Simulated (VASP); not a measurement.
# AlCo (Pm-3m) in VASP: single point with PBE

Aim: the single point of AlCo with PBE.

All numbers are computed with VASP 6.6.1; they aren't measurements. Logs are shortened: lines on timing, memory, paths and dates and some standing lists are left out, and cuts for length are marked.

## (1) The cell of the first run

The structure is cubic, space group Pm-3m (No. 221). The conventional cell has a = 2.903 Å, b = 2.903 Å, c = 2.903 Å, α = 90.00°, β = 90.00°, γ = 90.00°. Within 3.3 Å of Al (site symmetry m-3m) lie 8 Co at 2.51 Å and 6 Al at 2.90 Å. Co (site symmetry m-3m) has 8 Al at 2.51 Å and 6 Co at 2.90 Å within 3.3 Å.

## (2) Single point, PBE

The input, INCAR:

```
PREC = Accurate
ENCUT = 600
EDIFF = 1E-6
ISMEAR = -1
SIGMA = 0.1
LREAL = False
LASPH = True
NELM = 120
ALGO = Normal
ISIF = 2
LWAVE = False
LCHARG = False
GGA = PE
NBANDS = 13
GGA_COMPAT = False
```

The input, KPOINTS:

```
Automatic mesh
0
Gamma
  12 12 12
```

The input, POSCAR:

```
AlCo
1.0
    2.9026950000      0.0000000000      0.0000000000
    0.0000000000      2.9026950000      0.0000000000
    0.0000000000      0.0000000000      2.9026950000
Al Co
1 1
Direct
    0.0000000000      0.0000000000      0.0000000000
    0.5000000000      0.5000000000      0.5000000000
```

Potentials or basis: VASP PAW PBE potentials, release 64 (Al, Co).

The run is started by

```
cat potpaw_PBE.64/Al/POTCAR potpaw_PBE.64/Co/POTCAR > POTCAR
mpirun -np 1 vasp_std > vasp.out
```

OUTCAR:

```text
PREC = Accurate
   ENCUT = 600
   EDIFF = 1E-6
   ISMEAR = -1
   LREAL = False
   LASPH = True
   NELM = 120
   ISIF = 2
   GGA = PE

 ion  position               nearest neighbor table
   1  0.000  0.000  0.000-   2 2.51   2 2.51   2 2.51   2 2.51   2 2.51   2 2.51   2 2.51   2 2.51

   2  0.500  0.500  0.500-   1 2.51   1 2.51   1 2.51   1 2.51   1 2.51   1 2.51   1 2.51   1 2.51

  LATTYP: Found a simple cubic cell.
 ALAT       =     2.9026950000

  Lattice vectors:

 A1 = (   2.9026950000,   0.0000000000,   0.0000000000)
 A2 = (   0.0000000000,   2.9026950000,   0.0000000000)
 A3 = (   0.0000000000,   0.0000000000,   2.9026950000)

Analysis of symmetry for initial positions (statically):
=====================================================================
 Subroutine PRICEL returns:
 Original cell was already a primitive cell.

 Routine SETGRP: Setting up the symmetry group for a
 simple cubic supercell.

 Subroutine GETGRP returns: Found 48 space group operations
 (whereof 48 operations were pure point group operations)
 out of a pool of 48 trial point group operations.

The static configuration has the point symmetry O_h .

Analysis of symmetry for dynamics (positions and initial velocities):
=====================================================================
 Subroutine PRICEL returns:
 Original cell was already a primitive cell.

 Routine SETGRP: Setting up the symmetry group for a
 simple cubic supercell.

 Subroutine GETGRP returns: Found 48 space group operations
 (whereof 48 operations were pure point group operations)
 out of a pool of 48 trial point group operations.

The dynamic configuration has the point symmetry O_h .

 Subroutine INISYM returns: Found 48 space group operations
 (whereof 48 operations are pure point group operations),
 and found     1 'primitive' translations

----------------------------------------------------------------------------------------

                                     Primitive cell

  volume of cell :      24.4571

  direct lattice vectors                    reciprocal lattice vectors
     2.902695000  0.000000000  0.000000000     0.344507432  0.000000000  0.000000000
     0.000000000  2.902695000  0.000000000     0.000000000  0.344507432  0.000000000
     0.000000000  0.000000000  2.902695000     0.000000000  0.000000000  0.344507432

  length of vectors
     2.902695000  2.902695000  2.902695000     0.344507432  0.344507432  0.344507432

  position of ions in fractional coordinates (direct lattice)
     0.000000000  0.000000000  0.000000000
     0.500000000  0.500000000  0.500000000

  ion indices of the primitive-cell ions
   primitive index   ion index
                 1           1
                 2           2

----------------------------------------------------------------------------------------

 KPOINTS: Automatic mesh

Automatic generation of k-mesh.
 Grid dimensions read from file:
 generate k-points for:   12   12   12

 Generating k-lattice:

  Cartesian coordinates                     Fractional coordinates (reciprocal lattice)
     0.028708953  0.000000000  0.000000000     0.083333333  0.000000000  0.000000000
     0.000000000  0.028708953  0.000000000     0.000000000  0.083333333  0.000000000
     0.000000000  0.000000000  0.028708953     0.000000000  0.000000000  0.083333333

  Length of vectors
     0.028708953  0.028708953  0.028708953

  Shift w.r.t. Gamma in fractional coordinates (k-lattice)
     0.000000000  0.000000000  0.000000000

 Subroutine IBZKPT returns following result:
 ===========================================

 Found     84 irreducible k-points:

 Following reciprocal coordinates:
            Coordinates               Weight
  0.000000  0.000000  0.000000      1.000000
  0.083333  0.000000  0.000000      6.000000
  0.166667  0.000000  0.000000      6.000000
  0.250000  0.000000  0.000000      6.000000
  0.333333  0.000000  0.000000      6.000000
  0.416667  0.000000  0.000000      6.000000
[... 16 lines left out ...]
  0.333333  0.333333  0.000000     12.000000
  0.416667  0.333333  0.000000     24.000000
 [... further k-points ...]
   k-points           NKPTS =     84   k-points in BZ     NKDIM =     84   number of bands    NBANDS=     13
   number of dos      NEDOS =    301   number of ions     NIONS =      2
   total plane-waves  NPLWV =  13824
   dimension x,y,z NGX =    24 NGY =   24 NGZ =   24
   dimension x,y,z NGXF=    48 NGYF=   48 NGZF=   48
   ions per type =               1   1
   NGX,Y,Z   is equivalent  to a cutoff of  13.75, 13.75, 13.75 a.u.
   NGXF,Y,Z  is equivalent  to a cutoff of  27.49, 27.49, 27.49 a.u.
 SYSTEM =  unknown system
   PREC   = accura    normal or accurate (medium, high low for compatibility)
   ISTART =      0    job   : 0-new  1-cont  2-samecut
   ICHARG =      2    charge: 1-file 2-atom 10-const
   ISPIN  =      1    spin polarized calculation?
   LNONCOLLINEAR =      F non collinear calculations
   LSORBIT =      F    spin-orbit coupling
   LASPH  =      T    aspherical Exc in radial PAW
   ENCUT  =  600.0 eV  44.10 Ry    6.64 a.u.   5.80  5.80  5.80*2*pi/ulx,y,z
   NELM   =    120;   NELMIN=  2; NELMDL= -5     # of ELM steps
   EDIFF  = 0.1E-05   stopping-criterion for ELM
   LREAL  =      F    real-space projection
   EDIFFG = 0.1E-04   stopping-criterion for IOM
   NSW    =      0    number of steps for IOM
   IBRION =     -1    ionic relax: 0-MD 1-quasi-New 2-CG
   NFREE  =      0    steps in history (QN), initial steepest desc. (CG)
   ISIF   =      2    stress and relaxation
   ISYM   =      2    0-nonsym 1-usesym 2-fastsym
   POTIM  = 0.5000    time-step for ionic-motion
   TEBEG  =    0.0;   TEEND  =   0.0 temperature during run
   PSTRESS=    0.0 pullay stress
   NELECT =      12.0000    total number of electrons
   NUPDOWN=      -1.0000    fix difference up-down
   EMIN   =  10.00;   EMAX   =-10.00  energy-range for DOS
   EFERMI =   0.00;   METHOD = LEGACY
   ISMEAR =    -1;   SIGMA  =   0.10  broadening in eV -4-tet -1-fermi 0-gaus
   EFERMI_NEDOS =   21; number of points for ismear=-14 and -15
   IALGO  =     38    algorithm
   IMIX   =      4    mixing-type and parameters
     AMIX     =   0.40;   BMIX     =  1.00
     AMIX_MAG =   1.60;   BMIX_MAG =  1.00
  volume/ion in A,a.u.               =      12.23        82.52
  Fermi-wavevector in a.u.,A,eV,Ry     =   1.291221  2.440053 22.684329  1.667251
  Thomas-Fermi vector in A             =   2.423004
   LORBIT       =      0    0 simple, 1 ext, 2 COOP (PROOUT), +10 PAW based schemes
   GGA     = PE    functional components
   LHFCALC =     F    Hartree Fock is set to
   AEXX    =    0.0000 exact exchange contribution
   IVDW    =     0    specifies the selected vdW correction
   LEPSILON=     F    determine dielectric tensor
   LRPA    =     F    only Hartree local field effects (RPA)
 non-spin polarized calculation
  energy-cutoff  :      600.00
  volume of cell :       24.46
 maximum number of plane-waves:       840
 NGX is ok and might be reduce to    24
   NGX = 11   NGY = 11   NGZ = 11

 number of electron      12.0000007 magnetization

 Free energy of the ion-electron system (eV)
  ---------------------------------------------------
  ext. energy  EPLUGINS =         0.00000000
  ---------------------------------------------------
  free energy    TOTEN  =       -11.96882222 eV

  energy without entropy =      -11.93601500  energy(sigma->0) =      -11.95241861

 E-fermi :   9.8057     XC(G=0): -12.0007

 val. band max:        9.7494988528   @ k =   0.5000   0.4167   0.0833
 cond. band min:       9.8410962664   @ k =   0.4167   0.4167   0.0000
 fundamental gap:      0.0915974136
 Fermi energy:         9.8057053622

 k-point     1 :       0.0000    0.0000    0.0000
  band No.  band energies     occupation
      1      -0.8510      2.00000
      2       7.1346      2.00000
      3       7.1346      2.00000
      4       9.0752      1.99866
      5       9.0752      1.99866
      6       9.0752      1.99866
      7      15.5503      0.00000
      8      15.5503      0.00000
      9      15.5503      0.00000
     10      18.3676      0.00000
     11      18.3676      0.00000
     12      23.9646      0.00000
     13      30.8033      0.00000

 k-point     2 :       0.0833    0.0000    0.0000
  band No.  band energies     occupation
      1      -0.7245      2.00000
      2       7.1187      2.00000
      3       7.1682      2.00000
      4       9.0097      1.99930
      5       9.0097      1.99930
      6       9.0819      1.99856
      7      14.4256      0.00000
      8      15.7265      0.00000
      9      15.7265      0.00000
     10      18.3582      0.00000
     11      19.3792      0.00000
     12      24.4009      0.00000
     13      29.4665      0.00000

 k-point     3 :       0.1667    0.0000    0.0000
  band No.  band energies     occupation
      1      -0.3477      2.00000
      2       7.0179      2.00000
      3       7.2615      2.00000
      4       8.8412      1.99987
      5       8.8412      1.99987
      6       9.1004      1.99827
      7      12.6888      0.00000
      8      16.2291      0.00000
      9      16.2291      0.00000
     10      18.3305      0.00000
     11      20.7270      0.00000
     12      25.7928      0.00000
     13      27.4641      0.00000
[... 305 lines left out ...]
 k-point    23 :       0.3333    0.3333    0.0000
  band No.  band energies     occupation
      1       2.8731      2.00000
      2       6.4578      2.00000
      3       7.2106      2.00000
      4       8.1058      2.00000
      5       8.5433      1.99999
      6       8.6205      1.99999
      7      10.4542      0.00305
      8      12.7138      0.00000
      9      16.2523      0.00000
     10      20.0771      0.00000
     11      22.0789      0.00000
     12      24.6543      0.00000
     13      25.8357      0.00000

 k-point    24 :       0.4167    0.3333    0.0000
  band No.  band energies     occupation
      1       3.7204      2.00000
      2       5.9181      2.00000
      3       7.4221      2.00000
      4       8.0203      2.00000
      5       8.4561      2.00000
      6       8.6200      1.99999
      7      10.0388      0.17720
      8      12.9832      0.00000
      9      14.9013      0.00000
     10      20.9773      0.00000
     11      22.6531      0.00000
     12      23.7357      0.00000
     13      25.6866      0.00000

 [... further k-points ...]
[... 5 lines left out ...]
  --------------------------------------------------------------------------------------
  -------------------------------------------------------------------------------------
  Total       -1.2699612     -1.2699612     -1.2699612      0.0000000      0.0000000      0.0000000
  in kB      -83.1949202    -83.1949202    -83.1949202      0.0000000      0.0000000      0.0000000
  external PRESSURE =     -83.1949202 kB  Pullay stress =       0.0000000 kB

 VOLUME and BASIS-vectors are now :
 -----------------------------------------------------------------------------
  energy-cutoff  :      600.00
  volume of cell :       24.46
      direct lattice vectors                 reciprocal lattice vectors
     2.902695000  0.000000000  0.000000000     0.344507432  0.000000000  0.000000000
     0.000000000  2.902695000  0.000000000     0.000000000  0.344507432  0.000000000
     0.000000000  0.000000000  2.902695000     0.000000000  0.000000000  0.344507432

 POSITION                                       TOTAL-FORCE (eV/Angst)
 -----------------------------------------------------------------------------------
      0.00000      0.00000      0.00000         0.000000      0.000000      0.000000
      1.45135      1.45135      1.45135         0.000000      0.000000      0.000000
 -----------------------------------------------------------------------------------
    total drift:                                0.000000      0.000000     -0.000000

  FREE ENERGIE OF THE ION-ELECTRON SYSTEM (eV)
  ---------------------------------------------------
  free  energy   TOTEN  =       -11.9688222238 eV

  energy  without entropy=      -11.9360149971  energy(sigma->0) =      -11.95241861
```

Wall time 24 s (1 thread of Intel Xeon 8259CL, shared host); peak memory 0.16 GiB.

Results:

- Free energy: -11.9688 eV
- Pressure: -8.3 GPa
- Band gap on the k mesh: zero (band 6 reaches 12.24 eV, above the bottom of band 7 at 9.63 eV)

Levels at points of the mesh, in eV from the Fermi level:
```
           k point  band 3  band 4  band 5  band 6  band 7  band 8  band 9  band 10
(0.00, 0.00, 0.00)   -2.67   -0.73   -0.73   -0.73    5.74    5.74    5.74     8.56
(0.50, 0.00, 0.00)   -2.13   -1.54   -1.54   -0.63    0.20    8.37   10.35    10.35
(0.50, 0.50, 0.00)   -2.51   -2.51   -1.34   -1.34   -0.18    2.31    3.18    12.17
(0.50, 0.50, 0.50)   -3.64   -0.14   -0.14    2.44    2.44    2.44    3.66     5.08
```
